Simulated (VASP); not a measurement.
# BeS (F-43m) in VASP: further runs, part 2 of 2

VASP 6.6.1. The steps go on from the part before.

### 3 Single point, r2SCAN

Input file POSCAR:

```
BeS
1.0
    0.0000000000      2.4343058979      2.4343058979
    2.4343058979      0.0000000000      2.4343058979
    2.4343058979      2.4343058979      0.0000000000
Be S
1 1
Direct
    0.0000000000      0.0000000000      0.0000000000
    0.7500000000      0.7500000000      0.7500000000
```

Input file INCAR.step1:

```
ALGO = Normal ; EDIFF = 1E-4
ENCUT = 520 ; GGA = PE
ISMEAR = 0 ; LASPH = True
LCHARG = False ; LREAL = False
LWAVE = True ; NBANDS = 11
NELM = 60 ; PREC = Accurate
SIGMA = 0.01
```

Input file INCAR.step2:

```
ALGO = Normal ; EDIFF = 1E-6
ENCUT = 520 ; ISIF = 2
ISMEAR = 0 ; ISTART = 1
LASPH = True ; LCHARG = False
LMIXTAU = True ; LREAL = False
LWAVE = False ; METAGGA = R2SCAN
NBANDS = 11 ; NELM = 60
PREC = Accurate ; SIGMA = 0.01
```

Input file KPOINTS:

```
k-points
0
Gamma
  6 6 6
```

Potentials or basis: VASP PAW PBE potentials, release 64 (Be, S).

Command:

```bash
> cat potpaw_PBE.64/Be/POTCAR potpaw_PBE.64/S/POTCAR > POTCAR
> cp INCAR.step1 INCAR
> mpirun -np 1 vasp_std > vasp.out
> cp INCAR.step2 INCAR
> mpirun -np 1 vasp_std > vasp.out
```

OUTCAR:

```text
EDIFF = 1E-6
   ENCUT = 520
   ISIF = 2
   ISMEAR = 0
   ISTART = 1
   LASPH = True
   LREAL = False
   METAGGA = R2SCAN
   NELM = 60
   PREC = Accurate

 ion  position               nearest neighbor table
   1  0.000  0.000  0.000-   2 2.11   2 2.11   2 2.11   2 2.11
   2  0.750  0.750  0.750-   1 2.11   1 2.11   1 2.11   1 2.11

  LATTYP: Found a face centered cubic cell.
 ALAT       =     4.8686117958

  Lattice vectors:

 A1 = (   0.0000000000,   2.4343058979,   2.4343058979)
 A2 = (   2.4343058979,   0.0000000000,   2.4343058979)
 A3 = (   2.4343058979,   2.4343058979,   0.0000000000)

Analysis of symmetry for initial positions (statically):
=====================================================================
 Subroutine PRICEL returns:
 Original cell was already a primitive cell.

 Routine SETGRP: Setting up the symmetry group for a
 face centered cubic supercell.

 Subroutine GETGRP returns: Found 24 space group operations
 (whereof 24 operations were pure point group operations)
 out of a pool of 48 trial point group operations.

The static configuration has the point symmetry T_d .

Analysis of symmetry for dynamics (positions and initial velocities):
=====================================================================
 Subroutine PRICEL returns:
 Original cell was already a primitive cell.

 Routine SETGRP: Setting up the symmetry group for a
 face centered cubic supercell.

 Subroutine GETGRP returns: Found 24 space group operations
 (whereof 24 operations were pure point group operations)
 out of a pool of 48 trial point group operations.

The dynamic configuration has the point symmetry T_d .

 Subroutine INISYM returns: Found 24 space group operations
 (whereof 24 operations are pure point group operations),
 and found     1 'primitive' translations

----------------------------------------------------------------------------------------

                                     Primitive cell

[... 108 lines left out ...]
   AEXX    =    0.0000 exact exchange contribution
   IVDW    =     0    specifies the selected vdW correction
   LEPSILON=     F    determine dielectric tensor
   LRPA    =     F    only Hartree local field effects (RPA)
 non-spin polarized calculation
 Gauss-broadening in eV      SIGMA  =   0.01
  energy-cutoff  :      520.00
  volume of cell :       28.85
 maximum number of plane-waves:       791
 NGX is ok and might be reduce to    28
   NGX = 13   NGY = 13   NGZ = 13

 number of electron       7.9999999 magnetization

 Free energy of the ion-electron system (eV)
  ---------------------------------------------------
  ext. energy  EPLUGINS =         0.00000000
  ---------------------------------------------------
  free energy    TOTEN  =       -14.78424836 eV

  energy without entropy =      -14.78424836  energy(sigma->0) =      -14.78424836

 E-fermi :   3.8956     XC(G=0): -10.1328

 val. band max:        3.8500346934   @ k =   0.0000   0.0000   0.0000
 cond. band min:       7.4474999057   @ k =   0.5000   0.5000   0.0000
 fundamental gap:      3.5974652123
 Fermi energy:         3.8955908746

 k-point     1 :       0.0000    0.0000    0.0000
  band No.  band energies     occupation
      1     -10.3670      2.00000
      2       3.8500      2.00000
      3       3.8500      2.00000
      4       3.8500      2.00000
      5      10.1133      0.00000
      6      10.1133      0.00000
      7      10.1133      0.00000
      8      10.4344      0.00000
      9      17.2512      0.00000
     10      17.2512      0.00000
     11      19.6603      0.00000
[... 197 lines left out ...]
 k-point    16 :      -0.3333    0.5000    0.1667
  band No.  band energies     occupation
      1      -8.1219      2.00000
      2      -0.8469      2.00000
      3       0.3850      2.00000
      4       0.6477      2.00000
      5       9.5043      0.00000
      6      11.0641      0.00000
      7      14.6817      0.00000
      8      15.0666      0.00000
      9      19.1228      0.00000
     10      19.4233      0.00000
     11      21.7801      0.00000

------------------------ aborting loop because EDIFF is reached ----------------------------------------

  FORCE on cell =-STRESS in cart. coord.  units (eV):
  Direction    XX          YY          ZZ          XY          YZ          ZX
  --------------------------------------------------------------------------------------
  -------------------------------------------------------------------------------------
  Total        0.0553625      0.0553625      0.0553625     -0.0000000     -0.0000000     -0.0000000
  in kB        3.0744763      3.0744763      3.0744763     -0.0000000     -0.0000000     -0.0000000
  external PRESSURE =       3.0744763 kB  Pullay stress =       0.0000000 kB

 VOLUME and BASIS-vectors are now :
 -----------------------------------------------------------------------------
  energy-cutoff  :      520.00
  volume of cell :       28.85
      direct lattice vectors                 reciprocal lattice vectors
     0.000000000  2.434305898  2.434305898    -0.205397358  0.205397358  0.205397358
     2.434305898  0.000000000  2.434305898     0.205397358 -0.205397358  0.205397358
     2.434305898  2.434305898  0.000000000     0.205397358  0.205397358 -0.205397358

 POSITION                                       TOTAL-FORCE (eV/Angst)
 -----------------------------------------------------------------------------------
      0.00000      0.00000      0.00000         0.000000      0.000000      0.000000
      3.65146      3.65146      3.65146        -0.000000     -0.000000     -0.000000
 -----------------------------------------------------------------------------------
    total drift:                               -0.000000     -0.000000     -0.000000

  FREE ENERGIE OF THE ION-ELECTRON SYSTEM (eV)
  ---------------------------------------------------
  free  energy   TOTEN  =       -14.7842483600 eV

  energy  without entropy=      -14.7842483600  energy(sigma->0) =      -14.78424836
```

OUTCAR.step1:

```text
EDIFF = 1E-4
   ENCUT = 520
   GGA = PE
   ISMEAR = 0
   LASPH = True
[... 434 lines left out ...]
 -----------------------------------------------------------------------------------
      0.00000      0.00000      0.00000        -0.000000     -0.000000      0.000000
      3.65146      3.65146      3.65146         0.000000      0.000000     -0.000000
 -----------------------------------------------------------------------------------
    total drift:                                0.000000      0.000000      0.000000

  FREE ENERGIE OF THE ION-ELECTRON SYSTEM (eV)
  ---------------------------------------------------
  free  energy   TOTEN  =       -10.0104598728 eV

  energy  without entropy=      -10.0104598728  energy(sigma->0) =      -10.01045987
```

It took 19 s on 1 thread of Intel Xeon 6975P-C, shared host; peak memory 0.15 GiB.

What came out:

* Free energy: -14.7842 eV
* Pressure: 0.3 GPa
* Band gap on the k mesh: 3.60 eV, indirect (least direct gap 6.26 eV)

Levels at points of the mesh, in eV from the valence-band top:
| k point | band 1 | band 2 | band 3 | band 4 | band 5 | band 6 | band 7 | band 8 | band 9 |
| --- | --- | --- | --- | --- | --- | --- | --- | --- | --- |
| (0.00, 0.00, 0.00) | -14.22 | 0.00 | 0.00 | 0.00 | 6.26 | 6.26 | 6.26 | 6.58 | 13.40 |
| (0.50, 0.00, 0.00) | -12.57 | -5.88 | -1.04 | -1.04 | 6.06 | 7.14 | 7.14 | 12.00 | 15.68 |
| (0.50, 0.50, 0.00) | -12.01 | -5.13 | -2.67 | -2.67 | 3.60 | 5.39 | 13.77 | 13.77 | 16.61 |

Caveat: the PAW data sets were made with another functional, which shifts forces and pressure a little.

### 4 Single point, PBE

Input file INCAR:

```
SYSTEM = BeS
PREC = Accurate
ENCUT = 520
EDIFF = 1E-7
ISMEAR = 0
SIGMA = 0.01
LREAL = .False.
LASPH = .True.
NELM = 60
ALGO = Normal
ISIF = 2
LWAVE = .False.
LCHARG = .True.
GGA = PE
LELF = .True.
LVHAR = .True.
NBANDS = 11
```

Input file KPOINTS:

```
regular mesh
0
Gamma
  10 10 10
  0 0 0
```

POSCAR is that of step 3.

Command:

```bash
> cat potpaw_PBE.64/Be/POTCAR potpaw_PBE.64/S/POTCAR > POTCAR
> mpirun -np 1 vasp_std > vasp.out
```

Wall time 11 s (1 thread of Intel Xeon 6975P-C, shared host); peak memory 0.15 GiB.

Results (log left out):

```
Free energy            : -10.0133 eV
Pressure               : 0.4 GPa
Band gap on the k mesh : 3.14 eV, indirect (least direct gap 5.67 eV)
```

Levels at points of the mesh, in eV from the valence-band top:
```csv
k point,band 1,band 2,band 3,band 4,band 5,band 6,band 7,band 8,band 9
"(0.00, 0.00, 0.00)",-13.62,0.00,0.00,0.00,5.67,5.67,5.67,5.79,12.79
"(0.50, 0.00, 0.00)",-12.04,-5.71,-1.02,-1.02,5.44,6.56,6.56,11.15,14.89
"(0.50, 0.50, 0.00)",-11.51,-4.96,-2.60,-2.60,3.14,4.93,12.69,12.69,15.41
```

A k mesh can miss the band edges. PBE gaps usually lie below the measured ones, often by a third to a half.

### 5 Overview

```csv
level,k mesh,gap on the mesh (eV),pressure (GPa)
PBE,6 × 6 × 6,3.14,0.5
r2SCAN,6 × 6 × 6,3.60,0.3
PBE,10 × 10 × 10,3.14,0.4
```

Alike in all rows: task single point; potentials or basis VASP PAW PBE potentials, release 64 (Be, S); no spin polarisation; cell as given; cutoff (eV) 520; smearing gaussian 0.01 eV.

On the cell as given the gap runs from 3.14 eV (PBE) to 3.60 eV (r2SCAN); the meshes differ, which moves gaps too.

Caveats: the PAW data sets were made with another functional, which shifts forces and pressure a little (some runs).

Absolute energies hang on the potentials; compare differences alone.
